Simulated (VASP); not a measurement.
A run of VASP 6.6.1 is set up as follows.

The input INCAR:

```
SYSTEM = In4H3
PREC = Accurate ; ENCUT = 600
EDIFF = 1E-7 ; ISMEAR = 0
SIGMA = 0.1 ; LREAL = .False.
LASPH = .True. ; NELM = 60
ALGO = Normal ; ISIF = 3
LWAVE = .False. ; LCHARG = .False.
GGA = PE ; IBRION = 2
NSW = 100 ; EDIFFG = -0.01
```

The input KPOINTS:

```
Automatic mesh
0
Gamma
  8 8 8
  0 0 0
```

The input POSCAR:

```
In4H3
1.0
    5.1223892300      0.0000000000      0.0000000000
    0.0000000000      5.1223892300      0.0000000000
    0.0000000000      0.0000000000      5.1223892300
In H
4 3
Direct
    0.7237776700      0.2762223300      0.2762223300
    0.2762223300      0.7237776700      0.2762223300
    0.2762223300      0.2762223300      0.7237776700
    0.7237776700      0.7237776700      0.7237776700
    0.0000000000      0.0000000000      0.5000000000
    0.5000000000      0.0000000000      0.0000000000
    0.0000000000      0.5000000000      0.0000000000
```

Potentials or basis: VASP PAW PBE potentials, release 64 (In_d, H).

Run with:

```sh
$ cat potpaw_PBE.64/In_d/POTCAR potpaw_PBE.64/H/POTCAR > POTCAR
$ mpirun -np 1 vasp_std > vasp.out
```

Question: What does it give for the space group after relaxing (to 0.1 Å)?

Answer: P-43m (No. 215).

Question: Estimate the relaxed volume.

Answer: 19.07 Å³/atom.

The path:
```csv
step,energy change (eV),largest force (eV/Å),pressure (GPa),volume (Å³)
1,0.0000,0.2018,-0.09,134.41
2,-0.0070,0.1524,-0.04,134.21
3,-0.0170,0.0226,0.04,133.61
4,-0.0172,0.0038,0.06,133.52
```
